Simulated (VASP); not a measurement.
# H6PtC2 (Fm-3m) in VASP: further runs, part 2 of 2

VASP 6.6.1.

## 3. Relaxation of cell and atoms, PBE

This run uses another cell than the first one, of 5.56 Å³/atom, 0.988 times its volume.

Contents of INCAR:

```
PREC     = Accurate       # precision mode
ENCUT    = 600            # plane-wave cutoff, eV
EDIFF    = 1E-7           # SCF threshold, eV
ISMEAR   = 0              # smearing method
SIGMA    = 0.1            # smearing width, eV
LREAL    = False          # projectors in reciprocal space
LASPH    = True           # aspherical terms in the spheres
NELM     = 100            # most SCF steps
ALGO     = Normal         # electronic algorithm
ISIF     = 3              # what is computed and relaxed
LWAVE    = False          # write WAVECAR
LCHARG   = False          # write CHGCAR
GGA      = PE             # functional
IBRION   = 2              # ionic algorithm
NSW      = 100            # ionic steps
EDIFFG   = -0.01          # ionic threshold
```

Contents of KPOINTS:

```
regular mesh
0
Gamma
  12 12 12
```

Contents of POSCAR:

```
H6PtC2
1.0
    0.0000000000      2.9251135909      2.9251135909
    2.9251135909      0.0000000000      2.9251135909
    2.9251135909      2.9251135909      0.0000000000
H Pt C
6 1 2
Direct
    0.6879820055      0.3120179945      0.3120179945
    0.3120179945      0.6879820055      0.3120179945
    0.3120179945      0.6879820055      0.6879820055
    0.6879820055      0.3120179945      0.6879820055
    0.3120179945      0.3120179945      0.6879820055
    0.6879820055      0.6879820055      0.3120179945
    0.0000000000      0.0000000000      0.0000000000
    0.2500000000      0.2500000000      0.2500000000
    0.7500000000      0.7500000000      0.7500000000
```

Potentials or basis: VASP PAW PBE potentials, release 64 (H, Pt, C).

Run with:

```sh
> cat potpaw_PBE.64/H/POTCAR potpaw_PBE.64/Pt/POTCAR potpaw_PBE.64/C/POTCAR > POTCAR
> mpirun -np 1 vasp_std > vasp.out
```

OUTCAR:

```text
PREC = Accurate
   ENCUT = 600
   EDIFF = 1E-7
   ISMEAR = 0
   LREAL = False
   LASPH = True
   NELM = 100
   ISIF = 3
   GGA = PE
   IBRION = 2
   NSW = 100
   EDIFFG = -0.01

 ion  position               nearest neighbor table
   1  0.688  0.312  0.312-   7 1.83
   2  0.312  0.688  0.312-   7 1.83
   3  0.312  0.688  0.688-   7 1.83
   4  0.688  0.312  0.688-   7 1.83
   5  0.312  0.312  0.688-   7 1.83
   6  0.688  0.688  0.312-   7 1.83
   7  0.000  0.000  0.000-   1 1.83   2 1.83   3 1.83   4 1.83   5 1.83   6 1.83   9 2.53   9 2.53
                             9 2.53   8 2.53   8 2.53   8 2.53   9 2.53   8 2.53
   8  0.250  0.250  0.250-   7 2.53   7 2.53   7 2.53   7 2.53
   9  0.750  0.750  0.750-   7 2.53   7 2.53   7 2.53   7 2.53

  LATTYP: Found a face centered cubic cell.
 ALAT       =     5.8502271818

  Lattice vectors:

 A1 = (   0.0000000000,   2.9251135909,   2.9251135909)
 A2 = (   2.9251135909,   0.0000000000,   2.9251135909)
 A3 = (   2.9251135909,   2.9251135909,   0.0000000000)

Analysis of symmetry for initial positions (statically):
=====================================================================
 Subroutine PRICEL returns:
 Original cell was already a primitive cell.

 Routine SETGRP: Setting up the symmetry group for a
 face centered cubic supercell.

 Subroutine GETGRP returns: Found 48 space group operations
 (whereof 48 operations were pure point group operations)
 out of a pool of 48 trial point group operations.

The static configuration has the point symmetry O_h .

Analysis of symmetry for dynamics (positions and initial velocities):
=====================================================================
 Subroutine PRICEL returns:
 Original cell was already a primitive cell.

 Routine SETGRP: Setting up the symmetry group for a
 face centered cubic supercell.

 Subroutine GETGRP returns: Found 48 space group operations
 (whereof 48 operations were pure point group operations)
 out of a pool of 48 trial point group operations.

The dynamic configuration has the point symmetry O_h .

 Subroutine INISYM returns: Found 48 space group operations
 (whereof 48 operations are pure point group operations),
 and found     1 'primitive' translations

----------------------------------------------------------------------------------------

                                     Primitive cell

  volume of cell :      50.0562

  direct lattice vectors                    reciprocal lattice vectors
     0.000000000  2.925113591  2.925113591    -0.170933533  0.170933533  0.170933533
     2.925113591  0.000000000  2.925113591     0.170933533 -0.170933533  0.170933533
     2.925113591  2.925113591  0.000000000     0.170933533  0.170933533 -0.170933533

  length of vectors
     4.136735312  4.136735312  4.136735312     0.296065564  0.296065564  0.296065564

  position of ions in fractional coordinates (direct lattice)
     0.687982005  0.312017995  0.312017995
     0.312017995  0.687982005  0.312017995
     0.312017995  0.687982005  0.687982005
     0.687982005  0.312017995  0.687982005
     0.312017995  0.312017995  0.687982005
     0.687982005  0.687982005  0.312017995
     0.000000000  0.000000000  0.000000000
     0.250000000  0.250000000  0.250000000
     0.750000000  0.750000000  0.750000000

  ion indices of the primitive-cell ions
[... 65 lines left out ...]
   number of dos      NEDOS =    301   number of ions     NIONS =      9
   total plane-waves  NPLWV =  46656
   dimension x,y,z NGX =    36 NGY =   36 NGZ =   36
   dimension x,y,z NGXF=    72 NGYF=   72 NGZF=   72
   ions per type =               6   1   2
   NGX,Y,Z   is equivalent  to a cutoff of  14.47, 14.47, 14.47 a.u.
   NGXF,Y,Z  is equivalent  to a cutoff of  28.94, 28.94, 28.94 a.u.
 SYSTEM =  unknown system
   PREC   = accura    normal or accurate (medium, high low for compatibility)
   ISTART =      0    job   : 0-new  1-cont  2-samecut
   ICHARG =      2    charge: 1-file 2-atom 10-const
   ISPIN  =      1    spin polarized calculation?
   LNONCOLLINEAR =      F non collinear calculations
   LSORBIT =      F    spin-orbit coupling
   LASPH  =      T    aspherical Exc in radial PAW
   ENCUT  =  600.0 eV  44.10 Ry    6.64 a.u.   8.26  8.26  8.26*2*pi/ulx,y,z
   NELM   =    100;   NELMIN=  2; NELMDL= -5     # of ELM steps
   EDIFF  = 0.1E-06   stopping-criterion for ELM
   LREAL  =      F    real-space projection
   EDIFFG = -.1E-01   stopping-criterion for IOM
   NSW    =    100    number of steps for IOM
   IBRION =      2    ionic relax: 0-MD 1-quasi-New 2-CG
   NFREE  =      1    steps in history (QN), initial steepest desc. (CG)
   ISIF   =      3    stress and relaxation
   ISYM   =      2    0-nonsym 1-usesym 2-fastsym
   POTIM  = 0.5000    time-step for ionic-motion
   TEBEG  =    0.0;   TEEND  =   0.0 temperature during run
   PSTRESS=    0.0 pullay stress
   NELECT =      24.0000    total number of electrons
   NUPDOWN=      -1.0000    fix difference up-down
   EMIN   =  10.00;   EMAX   =-10.00  energy-range for DOS
   EFERMI =   0.00;   METHOD = LEGACY
   ISMEAR =     0;   SIGMA  =   0.10  broadening in eV -4-tet -1-fermi 0-gaus
   EFERMI_NEDOS =   21; number of points for ismear=-14 and -15
   IALGO  =     38    algorithm
   IMIX   =      4    mixing-type and parameters
     AMIX     =   0.40;   BMIX     =  1.00
     AMIX_MAG =   1.60;   BMIX_MAG =  1.00
  volume/ion in A,a.u.               =       5.56        37.53
  Fermi-wavevector in a.u.,A,eV,Ry     =   1.281325  2.421352 22.337948  1.641793
  Thomas-Fermi vector in A             =   2.413701
   LORBIT       =      0    0 simple, 1 ext, 2 COOP (PROOUT), +10 PAW based schemes
   GGA     = PE    functional components
   LHFCALC =     F    Hartree Fock is set to
   AEXX    =    0.0000 exact exchange contribution
   IVDW    =     0    specifies the selected vdW correction
   LEPSILON=     F    determine dielectric tensor
   LRPA    =     F    only Hartree local field effects (RPA)
 conjugate gradient relaxation of ions
 non-spin polarized calculation
 Gauss-broadening in eV      SIGMA  =   0.10
  energy-cutoff  :      600.00
  volume of cell :       50.06
 maximum number of plane-waves:      1700
 NGX is ok and might be reduce to    36
   NGX = 17   NGY = 17   NGZ = 17

--------------------------------------- Ionic step        1  -------------------------------------------

 number of electron      23.9999998 magnetization

 Free energy of the ion-electron system (eV)
  ---------------------------------------------------
  ext. energy  EPLUGINS =         0.00000000
  ---------------------------------------------------
  free energy    TOTEN  =       -30.16998107 eV

  energy without entropy =      -30.15449265  energy(sigma->0) =      -30.16223686

------------------------ aborting loop because EDIFF is reached ----------------------------------------

  FORCE on cell =-STRESS in cart. coord.  units (eV):
  Direction    XX          YY          ZZ          XY          YZ          ZX
  --------------------------------------------------------------------------------------
  -------------------------------------------------------------------------------------
  Total        0.1213100      0.1213100      0.1213100      0.0000000      0.0000000      0.0000000
  in kB        3.8828358      3.8828358      3.8828358      0.0000000      0.0000000      0.0000000
  external PRESSURE =       3.8828358 kB  Pullay stress =       0.0000000 kB
[... 159 lines left out ...]
--------------------------------------- Ionic step        5  -------------------------------------------

 number of electron      23.9999999 magnetization

 Free energy of the ion-electron system (eV)
  ---------------------------------------------------
  ext. energy  EPLUGINS =         0.00000000
  ---------------------------------------------------
  free energy    TOTEN  =       -30.17229836 eV

  energy without entropy =      -30.15623845  energy(sigma->0) =      -30.16426841

 E-fermi :   6.7127     XC(G=0): -11.9902

 val. band max:        6.7095696668   @ k =  -0.2500   0.1667   0.0000
 cond. band min:       6.7256069089   @ k =  -0.4167   0.1667   0.0833
 fundamental gap:      0.0160372421
 Fermi energy:         6.7127127428

 k-point     1 :       0.0000    0.0000    0.0000
  band No.  band energies     occupation
      1      -8.8877      2.00000
      2      -1.6766      2.00000
      3       0.1403      2.00000
      4       0.1403      2.00000
      5       0.1403      2.00000
      6       0.3505      2.00000
[... 457 lines left out ...]
      4      -1.0044      2.00000
      5      -0.0500      2.00000
      6       0.9795      2.00000
[... 9 lines left out ...]
     16       9.5868      0.00000
     17       9.8742      0.00000

 [... further k-points ...]

------------------------ aborting loop because EDIFF is reached ----------------------------------------

  FORCE on cell =-STRESS in cart. coord.  units (eV):
  Direction    XX          YY          ZZ          XY          YZ          ZX
  --------------------------------------------------------------------------------------
  -------------------------------------------------------------------------------------
  Total       -0.0157036     -0.0157036     -0.0157036      0.0000000      0.0000000     -0.0000000
  in kB       -0.4980419     -0.4980419     -0.4980419      0.0000000      0.0000000     -0.0000000
  external PRESSURE =      -0.4980419 kB  Pullay stress =       0.0000000 kB
[... 24 lines left out ...]
  FREE ENERGIE OF THE ION-ELECTRON SYSTEM (eV)
  ---------------------------------------------------
  free  energy   TOTEN  =       -30.1722983643 eV

  energy  without entropy=      -30.1562384461  energy(sigma->0) =      -30.16426841

 reached required accuracy - stopping structural energy minimisation
```

Wall time 2.9 min (1 thread of Intel Xeon 6975P-C (Granite Rapids), shared host); peak memory 0.26 GiB.

Results:

- Free energy: -30.1723 eV
- Relaxed volume: 5.61 Å³/atom
- Relaxed cell: a = 4.149 Å, b = 4.149 Å, c = 4.149 Å, α = 60.00°, β = 60.00°, γ = 60.00°
- Space group after relaxing (to 0.05 Å): Fm-3m (No. 225)
- Energy gained by relaxing: 0.3 meV/atom
- Ionic steps: 5
- Pressure after relaxing: 0.0 GPa
- Largest force after relaxing: 0.004 eV/Å
- Band gap on the k mesh: zero (band 12 reaches 7.43 eV, above the bottom of band 13 at 5.71 eV)

Forces on the atoms (eV/Å):
```
H   -0.004  0.000  0.000
H    0.000 -0.004  0.000
H    0.004  0.000  0.000
H    0.000  0.004  0.000
H    0.000  0.000 -0.004
H    0.000  0.000  0.004
Pt   0.000  0.000  0.000
C    0.000  0.000  0.000
C    0.000  0.000  0.000
```

Step by step:
```csv
step,energy change (eV),largest force (eV/Å),pressure (GPa),volume (Å³)
1,0.0000,0.0408,0.39,50.06
2,-0.0006,0.0375,0.22,50.15
3,-0.0018,0.0292,-0.28,50.45
4,-0.0019,0.0262,-0.49,50.58
5,-0.0023,0.0043,-0.05,50.52
```

Final structure:
```
CELL_PARAMETERS angstrom
0.00000 2.93408 2.93408
2.93408 0.00000 2.93408
2.93408 2.93408 0.00000
ATOMIC_POSITIONS crystal
H 0.69038 0.30962 0.30962
H 0.30962 0.69038 0.30962
H 0.30962 0.69038 0.69038
H 0.69038 0.30962 0.69038
H 0.30962 0.30962 0.69038
H 0.69038 0.69038 0.30962
Pt 0.00000 0.00000 0.00000
C 0.25000 0.25000 0.25000
C 0.75000 0.75000 0.75000
```

Levels at points of the mesh, in eV from the Fermi level:
```csv
k point,band 10,band 11,band 12,band 13,band 14,band 15
"(0.00, 0.00, 0.00)",-3.28,-3.28,-0.42,-0.42,-0.42,0.65
"(0.50, 0.00, 0.00)",-3.38,-2.28,0.07,0.07,0.93,2.63
"(0.50, 0.50, 0.00)",-2.44,-1.99,-0.10,0.80,1.39,1.39
```

Caveat: spin-orbit coupling is left out, which moves the levels of the heavy elements.

## 4. Single point, PBE

This run uses another cell than the first one, of 9.81 Å³/atom, 1.744 times its volume.

Contents of INCAR:

```
PREC = Accurate
ENCUT = 520
EDIFF = 1E-6
ISMEAR = 0
SIGMA = 0.1
LREAL = False
LASPH = True
NELM = 100
ALGO = Normal
ISIF = 2
LWAVE = False
LCHARG = True
GGA = PE
LELF = True
LVHAR = True
NBANDS = 22
```

Contents of KPOINTS:

```
Automatic mesh
0
Gamma
  4 4 4
```

Contents of POSCAR:

```
H6PtC2
1.0
    0.0000000000      3.5346365100      3.5346365100
    3.5346365100      0.0000000000      3.5346365100
    3.5346365100      3.5346365100      0.0000000000
H Pt C
6 1 2
Direct
    0.7518000000      0.2482000000      0.2482000000
    0.2482000000      0.7518000000      0.2482000000
    0.2482000000      0.7518000000      0.7518000000
    0.7518000000      0.2482000000      0.7518000000
    0.2482000000      0.2482000000      0.7518000000
    0.7518000000      0.7518000000      0.2482000000
    0.0000000000      0.0000000000      0.0000000000
    0.2500000000      0.2500000000      0.2500000000
    0.7500000000      0.7500000000      0.7500000000
```

Run with:

```sh
> cat potpaw_PBE.64/H/POTCAR potpaw_PBE.64/Pt/POTCAR potpaw_PBE.64/C/POTCAR > POTCAR
> mpirun -np 1 vasp_std > vasp.out
```

Run time: 18 s. Hardware: 1 thread of Intel Xeon 6975P-C (Granite Rapids), shared host; peak memory 0.23 GiB.

It converged, with:

```
Free energy            : -28.3258 eV
Pressure               : -14.9 GPa
Largest force          : 0.799 eV/Å
Band gap on the k mesh : zero (band 12 reaches 1.49 eV, above the bottom of band 13 at 1.03 eV)
```

Forces on the atoms (eV/Å):
```
H   -0.799  0.000  0.000
H    0.000 -0.799  0.000
H    0.799  0.000  0.000
H    0.000  0.799  0.000
H    0.000  0.000 -0.799
H    0.000  0.000  0.799
Pt   0.000  0.000  0.000
C    0.000  0.000  0.000
C    0.000  0.000  0.000
```

Levels at points of the mesh, in eV from the Fermi level:
| k point | band 9 | band 10 | band 11 | band 12 | band 13 | band 14 | band 15 | band 16 |
| --- | --- | --- | --- | --- | --- | --- | --- | --- |
| (0.00, 0.00, 0.00) | -2.20 | -2.20 | -2.20 | -0.34 | -0.34 | -0.34 | -0.26 | -0.26 |
| (0.50, 0.00, 0.00) | -2.94 | -2.71 | -2.71 | -0.21 | -0.21 | 0.71 | 0.71 | 0.85 |
| (0.50, 0.50, 0.00) | -3.40 | -2.91 | -1.54 | -0.20 | 0.24 | 0.39 | 0.39 | 1.66 |

Caveat: the k points lie up to 0.38 Å⁻¹ apart; spin-orbit coupling is left out, which moves the levels of the heavy elements.

## 5. Single point, PBE

This run uses another cell than the first one, of 5.56 Å³/atom, 0.988 times its volume.

Contents of INCAR:

```
SYSTEM = H6PtC2
PREC     = Accurate       ! precision mode
ENCUT    = 520            ! plane-wave cutoff, eV
EDIFF    = 1E-6           ! SCF threshold, eV
ISMEAR   = 0              ! smearing method
SIGMA    = 0.1            ! smearing width, eV
LREAL    = .False.        ! projectors in reciprocal space
LASPH    = .True.         ! aspherical terms in the spheres
NELM     = 100            ! most SCF steps
ALGO     = Normal         ! electronic algorithm
ISIF     = 2              ! what is computed and relaxed
LWAVE    = .False.        ! write WAVECAR
LCHARG   = .False.        ! write CHGCAR
GGA      = PE             ! functional
NBANDS   = 22             ! bands
```

Contents of KPOINTS:

```
regular mesh
0
Gamma
  6 6 6
  0 0 0
```

Contents of POSCAR:

```
H6PtC2
1.0
    0.0000000000      2.9251135909      2.9251135909
    2.9251135909      0.0000000000      2.9251135909
    2.9251135909      2.9251135909      0.0000000000
H Pt C
6 1 2
Direct
    0.6879820055      0.3120179945      0.3120179945
    0.3120179945      0.6879820055      0.3120179945
    0.3120179945      0.6879820055      0.6879820055
    0.6879820055      0.3120179945      0.6879820055
    0.3120179945      0.3120179945      0.6879820055
    0.6879820055      0.6879820055      0.3120179945
    0.0000000000      0.0000000000      0.0000000000
    0.2500000000      0.2500000000      0.2500000000
    0.7500000000      0.7500000000      0.7500000000
```

Run with:

```sh
> cat potpaw_PBE.64/H/POTCAR potpaw_PBE.64/Pt/POTCAR potpaw_PBE.64/C/POTCAR > POTCAR
> mpirun -np 1 vasp_std > vasp.out
```

It took 12 s on 1 thread of Intel Xeon 6975P-C (Granite Rapids), shared host; peak memory 0.18 GiB.

The run converged. Its results:

| Item | Value |
| --- | --- |
| Free energy | -30.1872 eV |
| Pressure | -0.2 GPa |
| Largest force | 0.004 eV/Å |
| Band gap on the k mesh | zero (band 12 reaches 7.14 eV, above the bottom of band 13 at 5.87 eV) |

Forces in eV/Å, atoms in the order of the input:
```
H    0.004  0.000  0.000
H    0.000  0.004  0.000
H   -0.004  0.000  0.000
H    0.000 -0.004  0.000
H    0.000  0.000  0.004
H    0.000  0.000 -0.004
Pt   0.000  0.000  0.000
C    0.000  0.000  0.000
C    0.000  0.000  0.000
```

Levels at points of the mesh, in eV from the Fermi level:
| k point | band 10 | band 11 | band 12 | band 13 | band 14 | band 15 |
| --- | --- | --- | --- | --- | --- | --- |
| (0.00, 0.00, 0.00) | -3.30 | -3.30 | -0.36 | -0.36 | -0.36 | 0.68 |
| (0.50, 0.00, 0.00) | -3.34 | -2.25 | 0.05 | 0.05 | 0.90 | 2.76 |
| (0.50, 0.50, 0.00) | -2.42 | -2.13 | -0.05 | 0.86 | 1.45 | 1.45 |

Caveat: spin-orbit coupling is left out, which moves the levels of the heavy elements.

## 6. Overview

| task | cell | k mesh | cutoff (eV) | gap on the mesh (eV) | pressure (GPa) |
| --- | --- | --- | --- | --- | --- |
| single point | a = 4.153 Å, angles 60.0°, 9 atoms | 12 × 12 × 12 | 520 | none | -0.2 |
| relaxation of cell and atoms | relaxed from a = 4.137 Å, angles 60.0°, 9 atoms | 12 × 12 × 12 | 600 | none | 0.0 |
| single point | a = 4.999 Å, angles 60.0°, 9 atoms | 4 × 4 × 4 | 520 | none | -14.9 |
| single point | a = 4.137 Å, angles 60.0°, 9 atoms | 6 × 6 × 6 | 520 | none | -0.2 |

Alike in all rows: level PBE; potentials or basis VASP PAW PBE potentials, release 64 (H, Pt, C); no spin polarisation; smearing gaussian 0.1 eV.

Caveats: some runs use coarse meshes; spin-orbit coupling is left out, which moves the levels of the heavy elements.

Absolute energies hang on the potentials; compare differences alone.
